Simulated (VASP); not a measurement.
# SrO (Cmcm) in VASP: single point with PBEsol

Aim: the single point of SrO with PBEsol.

Program: VASP 6.6.1. These are calculated values, not measurements. Logs are shortened: lines on timing, memory, paths and dates and some standing lists are left out, and cuts for length are marked.

**1. The cell of the first run**

It takes space group Cmcm (No. 63, orthorhombic). Conventional cell: a = 3.447 Å, b = 11.194 Å, c = 3.647 Å, α = 90.00°, β = 90.00°, γ = 90.00°. Sr (site symmetry m2m) has 5 O at 2.44 to 2.51 Å within 3.2 Å. Within 3.2 Å of O (site symmetry m2m) lie 5 Sr at 2.44 to 2.51 Å.

**2. Single point, PBEsol**

Contents of INCAR:

```
SYSTEM = SrO
PREC = Accurate ; ENCUT = 520
EDIFF = 1E-7 ; ISMEAR = -1
SIGMA = 0.03 ; LREAL = .FALSE.
LASPH = .TRUE. ; NELM = 60
ALGO = Normal ; ISIF = 2
LWAVE = .FALSE. ; LCHARG = .FALSE.
GGA = PS ; NBANDS = 24
```

Contents of KPOINTS:

```
regular mesh
0
G
  6 6 6
  0 0 0
```

Contents of POSCAR:

```
SrO
1.0
    1.7232783571     -5.5969277382      0.0000000000
    1.7232783571      5.5969277382      0.0000000000
    0.0000000000      0.0000000000      3.6465880804
Sr O
2 2
Direct
    0.3631874934      0.6368125066      0.7500000000
    0.6368125066      0.3631874934      0.2500000000
    0.8550587178      0.1449412822      0.2500000000
    0.1449412822      0.8550587178      0.7500000000
```

Potentials or basis: VASP PAW PBE potentials, release 64 (Sr_sv, O).

Launch:

```
cat potpaw_PBE.64/Sr_sv/POTCAR potpaw_PBE.64/O/POTCAR > POTCAR
mpirun -np 1 vasp_std > vasp.out
```

OUTCAR:

```text
SYSTEM = SrO
   PREC = Accurate
   ENCUT = 520
   EDIFF = 1E-7
   ISMEAR = -1
   LREAL = .FALSE.
   LASPH = .TRUE.
   NELM = 60
   ISIF = 2
   GGA = PS

 ion  position               nearest neighbor table
   1  0.363  0.637  0.750-   4 2.44   3 2.51   3 2.51   3 2.51   3 2.51   2 3.56   2 3.56   2 3.57
                             2 3.57   2 3.57   2 3.57   2 4.96   2 4.96   2 4.96   2 4.96
   2  0.637  0.363  0.250-   3 2.44   4 2.51   4 2.51   4 2.51   4 2.51   1 3.56   1 3.56   1 3.57
                             1 3.57   1 3.57   1 3.57   1 4.96   1 4.96   1 4.96   1 4.96
   3  0.855  0.145  0.250-   2 2.44   1 2.51   1 2.51   1 2.51   1 2.51
   4  0.145  0.855  0.750-   1 2.44   2 2.51   2 2.51   2 2.51   2 2.51

  LATTYP: Found a base centered orthorhombic cell.
 ALAT       =     3.4465567142
 B/A-ratio  =     3.2478373068
 C/A-ratio  =     1.0580380312

  Lattice vectors:

 A1 = (   1.7232783571,  -5.5969277382,   0.0000000000)
 A2 = (   1.7232783571,   5.5969277382,   0.0000000000)
 A3 = (   0.0000000000,   0.0000000000,   3.6465880804)

Analysis of symmetry for initial positions (statically):
=====================================================================
 Subroutine PRICEL returns:
 Original cell was already a primitive cell.

 Routine SETGRP: Setting up the symmetry group for a
 base centered orthorhombic supercell.

 Subroutine GETGRP returns: Found  8 space group operations
 (whereof  4 operations were pure point group operations)
 out of a pool of  8 trial point group operations.

The static configuration has the point symmetry C_2h.
 The point group associated with its full space group is D_2h.

Analysis of symmetry for dynamics (positions and initial velocities):
=====================================================================
 Subroutine PRICEL returns:
 Original cell was already a primitive cell.

 Routine SETGRP: Setting up the symmetry group for a
 base centered orthorhombic supercell.

 Subroutine GETGRP returns: Found  8 space group operations
 (whereof  4 operations were pure point group operations)
 out of a pool of  8 trial point group operations.

The dynamic configuration has the point symmetry C_2h.
 The point group associated with its full space group is D_2h.

 Subroutine INISYM returns: Found  8 space group operations
 (whereof  4 operations are pure point group operations),
 and found     1 'primitive' translations

[... 97 lines left out ...]
   NELM   =     60;   NELMIN=  2; NELMDL= -5     # of ELM steps
   EDIFF  = 0.1E-06   stopping-criterion for ELM
   LREAL  =      F    real-space projection
   EDIFFG = 0.1E-05   stopping-criterion for IOM
   NSW    =      0    number of steps for IOM
   IBRION =     -1    ionic relax: 0-MD 1-quasi-New 2-CG
   NFREE  =      0    steps in history (QN), initial steepest desc. (CG)
   ISIF   =      2    stress and relaxation
   ISYM   =      2    0-nonsym 1-usesym 2-fastsym
   POTIM  = 0.5000    time-step for ionic-motion
   TEBEG  =    0.0;   TEEND  =   0.0 temperature during run
   PSTRESS=    0.0 pullay stress
   NELECT =      32.0000    total number of electrons
   NUPDOWN=      -1.0000    fix difference up-down
   EMIN   =  10.00;   EMAX   =-10.00  energy-range for DOS
   EFERMI =   0.00;   METHOD = LEGACY
   ISMEAR =    -1;   SIGMA  =   0.03  broadening in eV -4-tet -1-fermi 0-gaus
   EFERMI_NEDOS =   21; number of points for ismear=-14 and -15
   IALGO  =     38    algorithm
   IMIX   =      4    mixing-type and parameters
     AMIX     =   0.40;   BMIX     =  1.00
     AMIX_MAG =   1.60;   BMIX_MAG =  1.00
  volume/ion in A,a.u.               =      17.59       118.67
  Fermi-wavevector in a.u.,A,eV,Ry     =   1.259073  2.379303 21.568834  1.585265
  Thomas-Fermi vector in A             =   2.392651
   LORBIT       =      0    0 simple, 1 ext, 2 COOP (PROOUT), +10 PAW based schemes
   GGA     = PS    functional components
   LHFCALC =     F    Hartree Fock is set to
   AEXX    =    0.0000 exact exchange contribution
   IVDW    =     0    specifies the selected vdW correction
   LEPSILON=     F    determine dielectric tensor
   LRPA    =     F    only Hartree local field effects (RPA)
 non-spin polarized calculation
  energy-cutoff  :      520.00
  volume of cell :       70.34
 maximum number of plane-waves:      1924
 NGX is ok and might be reduce to    48
   NGX = 21   NGY = 21   NGZ = 13

 number of electron      32.0000004 magnetization

 Free energy of the ion-electron system (eV)
  ---------------------------------------------------
  ext. energy  EPLUGINS =         0.00000000
  ---------------------------------------------------
  free energy    TOTEN  =       -24.52507373 eV

  energy without entropy =      -24.52507373  energy(sigma->0) =      -24.52507373

 E-fermi :   2.1266     XC(G=0): -10.0547

 val. band max:        1.5073011893   @ k =   0.5000   0.5000   0.0000
 cond. band min:       4.3655018167   @ k =   0.0000   0.0000   0.0000
 fundamental gap:      2.8582006274
 Fermi energy:         2.1266052825

 k-point     1 :       0.0000    0.0000    0.0000
  band No.  band energies     occupation
      1     -31.0508      2.00000
      2     -30.8801      2.00000
      3     -14.4487      2.00000
      4     -13.8543      2.00000
      5     -13.0299      2.00000
      6     -12.9484      2.00000
[... 637 lines left out ...]
     23       9.9050      0.00000
     24      10.5140      0.00000

 [... further k-points ...]

------------------------ aborting loop because EDIFF is reached ----------------------------------------

  FORCE on cell =-STRESS in cart. coord.  units (eV):
  Direction    XX          YY          ZZ          XY          YZ          ZX
  --------------------------------------------------------------------------------------
  -------------------------------------------------------------------------------------
  Total        0.3526239      0.2016636      0.3646524      0.0000000     -0.0000000      0.0000000
  in kB        8.0315716      4.5932106      8.3055390      0.0000000     -0.0000000      0.0000000
  external PRESSURE =       6.9767737 kB  Pullay stress =       0.0000000 kB

 VOLUME and BASIS-vectors are now :
 -----------------------------------------------------------------------------
  energy-cutoff  :      520.00
  volume of cell :       70.34
      direct lattice vectors                 reciprocal lattice vectors
     1.723278357 -5.596927738  0.000000000     0.290144652 -0.089334725  0.000000000
     1.723278357  5.596927738  0.000000000     0.290144652  0.089334725  0.000000000
     0.000000000  0.000000000  3.646588080     0.000000000  0.000000000  0.274228944

 POSITION                                       TOTAL-FORCE (eV/Angst)
 -----------------------------------------------------------------------------------
      1.72328      1.53146      2.73494         0.000000     -0.046672      0.000000
      1.72328     -1.53146      0.91165         0.000000      0.046672      0.000000
      1.72328     -3.97448      0.91165         0.000000     -0.029391     -0.000000
      1.72328      3.97448      2.73494         0.000000      0.029391      0.000000
 -----------------------------------------------------------------------------------
    total drift:                                0.000000      0.000000     -0.000000

  FREE ENERGIE OF THE ION-ELECTRON SYSTEM (eV)
  ---------------------------------------------------
  free  energy   TOTEN  =       -24.5250737311 eV

  energy  without entropy=      -24.5250737311  energy(sigma->0) =      -24.52507373
```

stdout:

```text
POSCAR found type information on POSCAR SrO
 POSCAR found :  2 types and       4 ions
 scaLAPACK will be used
 -----------------------------------------------------------------------------
|                                                                             |
|                                                                             |
|     You enforced a specific xc type in the INCAR file but a different       |
|     I HOPE YOU KNOW WHAT YOU ARE DOING!                                     |
|                                                                             |
 -----------------------------------------------------------------------------

 LDA part: xc-table for (Slater+PW92), standard interpolation
 POSCAR, INCAR and KPOINTS ok, starting setup
 FFT: planning ... GRIDC
 FFT: planning ... GRID_SOFT
 FFT: planning ... GRID
 WAVECAR not read
 entering main loop
```

Wall time 1.8 min (1 thread of Intel Xeon Platinum 8259CL at 2.50GHz (Skylake/Cascade Lake), shared host); peak memory 0.27 GiB.

What came out:

| Item | Value |
| --- | --- |
| Free energy | -24.5251 eV |
| Pressure | 0.7 GPa |
| Largest force | 0.047 eV/Å |
| Band gap on the k mesh | 2.86 eV, indirect (least direct gap 2.90 eV) |

Forces on the atoms (eV/Å):
```
Sr   0.000 -0.047  0.000
Sr   0.000  0.047  0.000
O    0.000 -0.029  0.000
O    0.000  0.029  0.000
```

Levels at points of the mesh, in eV from the valence-band top:
| k point | band 12 | band 13 | band 14 | band 15 | band 16 | band 17 | band 18 | band 19 | band 20 | band 21 |
| --- | --- | --- | --- | --- | --- | --- | --- | --- | --- | --- |
| (0.00, 0.00, 0.00) | -0.27 | -0.27 | -0.14 | -0.05 | -0.04 | 2.86 | 3.48 | 4.87 | 5.78 | 7.19 |
| (0.50, 0.00, 0.00) | -2.13 | -1.52 | -1.43 | -1.38 | -0.58 | 5.37 | 5.78 | 6.80 | 7.36 | 7.83 |
| (0.50, 0.50, 0.00) | -0.91 | -0.21 | -0.15 | -0.12 | 0.00 | 3.43 | 4.97 | 5.21 | 5.82 | 6.74 |
| (0.00, 0.00, 0.50) | -1.91 | -1.12 | -1.12 | -0.94 | -0.94 | 4.83 | 4.83 | 6.78 | 6.78 | 8.42 |
| (0.50, 0.00, 0.50) | -0.75 | -0.56 | -0.56 | -0.17 | -0.17 | 4.12 | 4.12 | 5.87 | 5.87 | 8.85 |
| (0.50, 0.50, 0.50) | -2.27 | -1.13 | -1.13 | -1.08 | -1.08 | 5.84 | 5.84 | 7.31 | 7.31 | 8.05 |

Caveat: the PAW data sets were made with another functional, which shifts forces and pressure a little. Expect the measured gap to be larger: semilocal functionals such as PBEsol lack the derivative discontinuity.
